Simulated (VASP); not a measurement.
# PbSe (Fm-3m) in VASP: settings compared

The runs below take PbSe through single point, with PBEsol, r2SCAN, r2SCAN+D3(BJ).

Program: VASP 6.6.1. These are calculated values, not measurements. Logs are shortened: lines on timing, memory, paths and dates and some standing lists are left out, and cuts for length are marked.

## 1. The cell of the first run

Symmetry: Fm-3m, No. 225, cubic system. Conventional cell: a = 6.095 Å, b = 6.095 Å, c = 6.095 Å, α = 90.00°, β = 90.00°, γ = 90.00°. Within 4.0 Å of Pb (site symmetry m-3m) lie 6 Se at 3.05 Å. Se (site symmetry m-3m) has 6 Pb at 3.05 Å within 4.0 Å.

## 2. Single point, PBEsol

INCAR reads:

```
ALGO = Normal ; EDIFF = 1E-7
ENCUT = 520 ; GGA = PS
ISIF = 2 ; ISMEAR = -1
LASPH = T ; LCHARG = T
LELF = T ; LREAL = F
LVHAR = T ; LWAVE = F
NBANDS = 17 ; NELM = 100
PREC = Accurate ; SIGMA = 0.1
```

KPOINTS reads:

```
k-points
0
Gamma
  5 5 5
```

POSCAR reads:

```
PbSe
1.0
    0.0000000000      3.0474180771      3.0474180771
    3.0474180771      0.0000000000      3.0474180771
    3.0474180771      3.0474180771      0.0000000000
Pb Se
1 1
Direct
    0.0000000000      0.0000000000      0.0000000000
    0.5000000000      0.5000000000      0.5000000000
```

Potentials or basis: VASP PAW PBE potentials, release 64 (Pb_d, Se).

Command:

```sh
$ cat potpaw_PBE.64/Pb_d/POTCAR potpaw_PBE.64/Se/POTCAR > POTCAR
$ mpirun -np 1 vasp_std > vasp.out
```

OUTCAR:

```text
EDIFF = 1E-7
   ENCUT = 520
   GGA = PS
   ISIF = 2
   ISMEAR = -1
   LASPH = T
   LREAL = F
   NELM = 100
   PREC = Accurate

 ion  position               nearest neighbor table
   1  0.000  0.000  0.000-   2 3.05   2 3.05   2 3.05   2 3.05   2 3.05   2 3.05
   2  0.500  0.500  0.500-   1 3.05   1 3.05   1 3.05   1 3.05   1 3.05   1 3.05

  LATTYP: Found a face centered cubic cell.
 ALAT       =     6.0948361542

  Lattice vectors:

 A1 = (   0.0000000000,   3.0474180771,   3.0474180771)
 A2 = (   3.0474180771,   0.0000000000,   3.0474180771)
 A3 = (   3.0474180771,   3.0474180771,   0.0000000000)

Analysis of symmetry for initial positions (statically):
=====================================================================
 Subroutine PRICEL returns:
 Original cell was already a primitive cell.

 Routine SETGRP: Setting up the symmetry group for a
 face centered cubic supercell.

 Subroutine GETGRP returns: Found 48 space group operations
 (whereof 48 operations were pure point group operations)
 out of a pool of 48 trial point group operations.

The static configuration has the point symmetry O_h .

Analysis of symmetry for dynamics (positions and initial velocities):
=====================================================================
 Subroutine PRICEL returns:
 Original cell was already a primitive cell.

 Routine SETGRP: Setting up the symmetry group for a
 face centered cubic supercell.

 Subroutine GETGRP returns: Found 48 space group operations
 (whereof 48 operations were pure point group operations)
 out of a pool of 48 trial point group operations.

The dynamic configuration has the point symmetry O_h .

 Subroutine INISYM returns: Found 48 space group operations
 (whereof 48 operations are pure point group operations),
 and found     1 'primitive' translations

----------------------------------------------------------------------------------------

                                     Primitive cell

  volume of cell :      56.6013

  direct lattice vectors                    reciprocal lattice vectors
     0.000000000  3.047418077  3.047418077    -0.164073320  0.164073320  0.164073320
     3.047418077  0.000000000  3.047418077     0.164073320 -0.164073320  0.164073320
     3.047418077  3.047418077  0.000000000     0.164073320  0.164073320 -0.164073320

  length of vectors
     4.309699975  4.309699975  4.309699975     0.284183326  0.284183326  0.284183326

  position of ions in fractional coordinates (direct lattice)
     0.000000000  0.000000000  0.000000000
     0.500000000  0.500000000  0.500000000

  ion indices of the primitive-cell ions
   primitive index   ion index
                 1           1
                 2           2

----------------------------------------------------------------------------------------

 KPOINTS: k-points

Automatic generation of k-mesh.
 Grid dimensions read from file:
 generate k-points for:    5    5    5

 Generating k-lattice:

  Cartesian coordinates                     Fractional coordinates (reciprocal lattice)
    -0.032814664  0.032814664  0.032814664     0.200000000  0.000000000  0.000000000
     0.032814664 -0.032814664  0.032814664     0.000000000  0.200000000  0.000000000
     0.032814664  0.032814664 -0.032814664     0.000000000  0.000000000  0.200000000

  Length of vectors
     0.056836665  0.056836665  0.056836665

  Shift w.r.t. Gamma in fractional coordinates (k-lattice)
     0.000000000  0.000000000  0.000000000

 Subroutine IBZKPT returns following result:
 ===========================================

 Found     10 irreducible k-points:

 Following reciprocal coordinates:
            Coordinates               Weight
  0.000000  0.000000  0.000000      1.000000
  0.200000  0.000000  0.000000      8.000000
  0.400000  0.000000  0.000000      8.000000
  0.200000  0.200000  0.000000      6.000000
  0.400000  0.200000  0.000000     24.000000
 -0.400000  0.200000  0.000000     24.000000
 -0.200000  0.200000  0.000000     12.000000
  0.400000  0.400000  0.000000      6.000000
 -0.400000  0.400000  0.000000     12.000000
 -0.400000  0.400000  0.200000     24.000000
   k-points           NKPTS =     10   k-points in BZ     NKDIM =     10   number of bands    NBANDS=     17
   number of dos      NEDOS =    301   number of ions     NIONS =      2
   total plane-waves  NPLWV =  32768
   dimension x,y,z NGX =    32 NGY =   32 NGZ =   32
   dimension x,y,z NGXF=    64 NGYF=   64 NGZF=   64
   ions per type =               1   1
   NGX,Y,Z   is equivalent  to a cutoff of  12.34, 12.34, 12.34 a.u.
   NGXF,Y,Z  is equivalent  to a cutoff of  24.69, 24.69, 24.69 a.u.
 SYSTEM =  unknown system
   PREC   = accura    normal or accurate (medium, high low for compatibility)
   ISTART =      0    job   : 0-new  1-cont  2-samecut
   ICHARG =      2    charge: 1-file 2-atom 10-const
   ISPIN  =      1    spin polarized calculation?
   LNONCOLLINEAR =      F non collinear calculations
[... 135 lines left out ...]
     16      13.7081      0.00000
     17      14.1635      0.00000

 k-point     5 :       0.4000    0.2000    0.0000
  band No.  band energies     occupation
      1     -11.7648      2.00000
      2     -11.7074      2.00000
      3     -11.7051      2.00000
      4     -11.6772      2.00000
      5     -11.6683      2.00000
      6      -7.6720      2.00000
      7      -3.0167      2.00000
      8       2.2840      2.00000
      9       2.4969      2.00000
     10       3.0923      2.00000
     11       7.5453      0.00000
     12       8.7871      0.00000
     13       8.8315      0.00000
     14      10.5720      0.00000
     15      14.7534      0.00000
     16      15.3837      0.00000
     17      16.1765      0.00000

 k-point     6 :      -0.4000    0.2000    0.0000
  band No.  band energies     occupation
      1     -11.7591      2.00000
      2     -11.7179      2.00000
      3     -11.6938      2.00000
      4     -11.6789      2.00000
      5     -11.6690      2.00000
      6      -7.3842      2.00000
      7      -3.5437      2.00000
      8       1.5821      2.00000
      9       3.0400      2.00000
     10       3.7273      2.00000
     11       6.7874      0.00000
     12       7.5484      0.00000
     13       9.1983      0.00000
     14      12.7298      0.00000
     15      13.7593      0.00000
     16      14.2836      0.00000
     17      16.6761      0.00000

 k-point     7 :      -0.2000    0.2000    0.0000
  band No.  band energies     occupation
      1     -11.7281      2.00000
      2     -11.7198      2.00000
      3     -11.6986      2.00000
      4     -11.6862      2.00000
      5     -11.6793      2.00000
      6      -7.9045      2.00000
      7      -2.9104      2.00000
      8       1.9590      2.00000
      9       3.6449      2.00000
     10       4.6679      1.99538
     11       6.1287      0.00039
     12       7.1082      0.00000
     13       9.2365      0.00000
     14      12.3074      0.00000
     15      12.4974      0.00000
     16      14.5483      0.00000
     17      15.2019      0.00000

 k-point     8 :       0.4000    0.4000    0.0000
  band No.  band energies     occupation
      1     -11.8260      2.00000
      2     -11.7218      2.00000
      3     -11.6848      2.00000
      4     -11.6604      2.00000
      5     -11.6604      2.00000
      6      -7.3396      2.00000
      7      -2.5077      2.00000
      8       0.7138      2.00000
      9       1.8548      2.00000
     10       1.8548      2.00000
     11       8.7332      0.00000
     12      10.2158      0.00000
     13      10.4803      0.00000
     14      10.4803      0.00000
     15      15.8477      0.00000
     16      16.0852      0.00000
     17      17.3029      0.00000

 k-point     9 :      -0.4000    0.4000    0.0000
  band No.  band energies     occupation
      1     -11.8203      2.00000
      2     -11.7121      2.00000
      3     -11.6939      2.00000
      4     -11.6647      2.00000
      5     -11.6598      2.00000
      6      -7.1472      2.00000
      7      -2.8689      2.00000
      8       0.2044      2.00000
      9       2.0754      2.00000
     10       2.3251      2.00000
     11       8.7101      0.00000
     12       9.5407      0.00000
     13      10.4288      0.00000
     14      10.6997      0.00000
     15      15.6068      0.00000
     16      15.8285      0.00000
     17      17.7401      0.00000

 k-point    10 :      -0.4000    0.4000    0.2000
  band No.  band energies     occupation
      1     -11.7940      2.00000
      2     -11.7056      2.00000
      3     -11.7002      2.00000
      4     -11.6786      2.00000
      5     -11.6607      2.00000
      6      -7.2451      2.00000
      7      -3.1235      2.00000
      8       1.1162      2.00000
      9       1.1516      2.00000
     10       3.9577      2.00000
     11       7.0762      0.00000
     12       9.5591      0.00000
     13       9.6891      0.00000
     14      11.9486      0.00000
     15      13.6364      0.00000
     16      16.3697      0.00000
     17      16.4312      0.00000

------------------------ aborting loop because EDIFF is reached ----------------------------------------

  FORCE on cell =-STRESS in cart. coord.  units (eV):
  Direction    XX          YY          ZZ          XY          YZ          ZX
  --------------------------------------------------------------------------------------
  -------------------------------------------------------------------------------------
  Total       -0.0003593     -0.0003593     -0.0003593      0.0000000     -0.0000000      0.0000000
  in kB       -0.0101712     -0.0101712     -0.0101712      0.0000000     -0.0000000      0.0000000
  external PRESSURE =      -0.0101712 kB  Pullay stress =       0.0000000 kB

 VOLUME and BASIS-vectors are now :
 -----------------------------------------------------------------------------
  energy-cutoff  :      520.00
  volume of cell :       56.60
      direct lattice vectors                 reciprocal lattice vectors
     0.000000000  3.047418077  3.047418077    -0.164073320  0.164073320  0.164073320
     3.047418077  0.000000000  3.047418077     0.164073320 -0.164073320  0.164073320
     3.047418077  3.047418077  0.000000000     0.164073320  0.164073320 -0.164073320

 POSITION                                       TOTAL-FORCE (eV/Angst)
 -----------------------------------------------------------------------------------
      0.00000      0.00000      0.00000         0.000000      0.000000      0.000000
      3.04742      3.04742      3.04742         0.000000     -0.000000     -0.000000
 -----------------------------------------------------------------------------------
    total drift:                                0.000000     -0.000000     -0.000000

  FREE ENERGIE OF THE ION-ELECTRON SYSTEM (eV)
  ---------------------------------------------------
  free  energy   TOTEN  =        -8.9315049449 eV

  energy  without entropy=       -8.9305420358  energy(sigma->0) =       -8.93102349
```

Wall time 15 s (1 thread of AMD EPYC 7R13, shared host); peak memory 0.15 GiB.

Results:

- Free energy: -8.9315 eV
- Pressure: 0.0 GPa

Levels at points of the mesh, in eV from the Fermi level:
```tsv
k point	band 8	band 9	band 10	band 11	band 12	band 13
(0.00, 0.00, 0.00)	-2.14	-2.14	-2.14	4.50	4.50	4.50
```

Caveat: this odd mesh misses L, so gap, dielectric constants and Born charges aren't listed; the PAW data sets were made with another functional, which shifts forces and pressure a little; spin-orbit coupling is left out, which moves the levels of the heavy elements.

## 3. Single point, r2SCAN

This run uses another cell than the first one, of 29.43 Å³/atom.

POSCAR reads:

```
PbSe
1.0
    0.0000000000      3.0873105959      3.0873105959
    3.0873105959      0.0000000000      3.0873105959
    3.0873105959      3.0873105959      0.0000000000
Pb Se
1 1
Direct
    0.0000000000      0.0000000000      0.0000000000
    0.5000000000      0.5000000000      0.5000000000
```

INCAR.step1 reads:

```
PREC = Accurate
ENCUT = 520
ISMEAR = -1
SIGMA = 0.1
LREAL = False
LASPH = True
NELM = 60
NBANDS = 17
GGA = PE
ALGO = Normal
EDIFF = 1E-4
LWAVE = True
LCHARG = False
```

INCAR.step2 reads:

```
PREC = Accurate
ENCUT = 520
EDIFF = 1E-6
ISMEAR = -1
SIGMA = 0.1
LREAL = False
LASPH = True
NELM = 60
ALGO = Normal
ISIF = 2
LWAVE = False
LCHARG = False
METAGGA = R2SCAN
LMIXTAU = True
NBANDS = 17
ISTART = 1
```

KPOINTS reads:

```
Automatic mesh
0
Gamma
  5 5 5
```

Potentials or basis: VASP PAW PBE potentials, release 64 (Pb_d, Se).

Command:

```sh
$ cat potpaw_PBE.64/Pb_d/POTCAR potpaw_PBE.64/Se/POTCAR > POTCAR
$ cp INCAR.step1 INCAR
$ mpirun -np 1 vasp_std > vasp.out
$ cp INCAR.step2 INCAR
$ mpirun -np 1 vasp_std > vasp.out
```

Run time: 55 s. Hardware: 1 thread of AMD EPYC 7R13, shared host; peak memory 0.16 GiB.

Results (log left out):

| Property | Result |
| --- | --- |
| Free energy | -71.9464 eV |
| Pressure | 0.0 GPa |

Levels at points of the mesh, in eV from the Fermi level:
```csv
k point,band 6,band 7,band 8,band 9,band 10,band 11,band 12,band 13,band 14,band 15
"(0.00, 0.00, 0.00)",-14.32,-6.80,-2.31,-2.31,-2.31,4.58,4.58,4.58,6.62,6.62
```

Caveat: this odd mesh misses L, so gap, dielectric constants and Born charges aren't listed; the PAW data sets were made with another functional, which shifts forces and pressure a little; spin-orbit coupling is left out, which moves the levels of the heavy elements.

## 4. Single point, r2SCAN+D3(BJ)

This run uses another cell than the first one, of 29.02 Å³/atom.

POSCAR reads:

```
PbSe
1.0
    0.0000000000      3.0728520451      3.0728520451
    3.0728520451      0.0000000000      3.0728520451
    3.0728520451      3.0728520451      0.0000000000
Pb Se
1 1
Direct
    0.0000000000      0.0000000000      0.0000000000
    0.5000000000      0.5000000000      0.5000000000
```

INCAR.step1 reads:

```
  PREC = Accurate
  ENCUT = 520
  ISMEAR = -1
  SIGMA = 0.1
  LREAL = F
  LASPH = T
  NELM = 60
  NBANDS = 17
  GGA = PE
  ALGO = Normal
  EDIFF = 1E-4
  LWAVE = T
  LCHARG = F
```

INCAR.step2 reads:

```
  PREC = Accurate
  ENCUT = 520
  EDIFF = 1E-6
  ISMEAR = -1
  SIGMA = 0.1
  LREAL = F
  LASPH = T
  NELM = 60
  ALGO = Normal
  ISIF = 2
  LWAVE = F
  LCHARG = F
  METAGGA = R2SCAN
  LMIXTAU = T
  IVDW = 12
  VDW_S6 = 1.0
  VDW_S8 = 0.78981345
  VDW_A1 = 0.49484001
  VDW_A2 = 5.73083694
  NBANDS = 17
  ISTART = 1
```

KPOINTS is that of step 3.

Command:

```sh
$ cat potpaw_PBE.64/Pb_d/POTCAR potpaw_PBE.64/Se/POTCAR > POTCAR
$ cp INCAR.step1 INCAR
$ mpirun -np 1 vasp_std > vasp.out
$ cp INCAR.step2 INCAR
$ mpirun -np 1 vasp_std > vasp.out
```

Run time: 48 s. Hardware: 1 thread of AMD EPYC 7R13, shared host; peak memory 0.16 GiB.

Results (log left out):

| Item | Value |
| --- | --- |
| Free energy | -72.2870 eV |
| Pressure | -0.2 GPa |
| Dispersion energy per atom | -0.171 eV |

Levels at points of the mesh, in eV from the Fermi level:
| k point | band 6 | band 7 | band 8 | band 9 | band 10 | band 11 | band 12 | band 13 | band 14 | band 15 |
| --- | --- | --- | --- | --- | --- | --- | --- | --- | --- | --- |
| (0.00, 0.00, 0.00) | -14.44 | -6.76 | -2.36 | -2.36 | -2.36 | 4.62 | 4.62 | 4.62 | 6.60 | 6.60 |

Caveat: this odd mesh misses L, so gap, dielectric constants and Born charges aren't listed; three body term missing; the PAW data sets were made with another functional, which shifts forces and pressure a little; spin-orbit coupling is left out, which moves the levels of the heavy elements.

## 5. Single point, r2SCAN+D3(BJ)

This run uses another cell than the first one, of 29.87 Å³/atom.

POSCAR reads:

```
PbSe
1.0
    0.0000000000      3.1029050000      3.1029050000
    3.1029050000      0.0000000000      3.1029050000
    3.1029050000      3.1029050000      0.0000000000
Pb Se
1 1
Direct
    0.0000000000      0.0000000000      0.0000000000
    0.5000000000      0.5000000000      0.5000000000
```

INCAR.step1 reads:

```
SYSTEM = PbSe
  PREC = Accurate
  ENCUT = 520
  ISMEAR = -1
  SIGMA = 0.1
  LREAL = .False.
  LASPH = .True.
  NELM = 80
  NBANDS = 17
  GGA = PE
  ALGO = Normal
  EDIFF = 1E-4
  LWAVE = .True.
  LCHARG = .False.
```

INCAR.step2 reads:

```
SYSTEM = PbSe
  PREC = Accurate
  ENCUT = 520
  EDIFF = 1E-7
  ISMEAR = -1
  SIGMA = 0.1
  LREAL = .False.
  LASPH = .True.
  NELM = 80
  ALGO = Normal
  ISIF = 2
  LWAVE = .False.
  LCHARG = .False.
  METAGGA = R2SCAN
  LMIXTAU = .True.
  IVDW = 12
  VDW_S6 = 1.0
  VDW_S8 = 0.78981345
  VDW_A1 = 0.49484001
  VDW_A2 = 5.73083694
  NBANDS = 17
  ISTART = 1
```

KPOINTS reads:

```
Automatic mesh
0
Gamma
  5 5 5
  0 0 0
```

Command:

```sh
$ cat potpaw_PBE.64/Pb_d/POTCAR potpaw_PBE.64/Se/POTCAR > POTCAR
$ cp INCAR.step1 INCAR
$ mpirun -np 1 vasp_std > vasp.out
$ cp INCAR.step2 INCAR
$ mpirun -np 1 vasp_std > vasp.out
```

Wall time 80 s (1 thread of AMD EPYC 7R13, shared host); peak memory 0.19 GiB.

The run converged. Its results:

```yaml
Free_energy: -72.2772 eV
Pressure: -1.7 GPa
Dispersion_energy_per_atom: -0.166 eV
```

Levels at points of the mesh, in eV from the Fermi level:
| k point | band 6 | band 7 | band 8 | band 9 | band 10 | band 11 | band 12 | band 13 | band 14 | band 15 |
| --- | --- | --- | --- | --- | --- | --- | --- | --- | --- | --- |
| (0.00, 0.00, 0.00) | -14.21 | -6.84 | -2.25 | -2.25 | -2.25 | 4.53 | 4.53 | 4.53 | 6.64 | 6.64 |

Caveat: this odd mesh misses L, so gap, dielectric constants and Born charges aren't listed; three body term missing; the PAW data sets were made with another functional, which shifts forces and pressure a little; spin-orbit coupling is left out, which moves the levels of the heavy elements.

## 6. The runs side by side

| level | cell | pressure (GPa) |
| --- | --- | --- |
| PBEsol | a = 4.310 Å, angles 60.0°, 2 atoms | 0.0 |
| r2SCAN | a = 4.366 Å, angles 60.0°, 2 atoms | 0.0 |
| r2SCAN+D3(BJ) | a = 4.346 Å, angles 60.0°, 2 atoms | -0.2 |
| r2SCAN+D3(BJ) | a = 4.388 Å, angles 60.0°, 2 atoms | -1.7 |

Alike in all rows: task single point; potentials or basis VASP PAW PBE potentials, release 64 (Pb_d, Se); no spin polarisation; k mesh 5 × 5 × 5; cutoff (eV) 520; smearing fermi-dirac 0.1 eV.

Caveats: the PAW data sets were made with another functional, which shifts forces and pressure a little; spin-orbit coupling is left out, which moves the levels of the heavy elements; three body term missing (at least some runs).

Absolute energies hang on the potentials; compare differences alone.
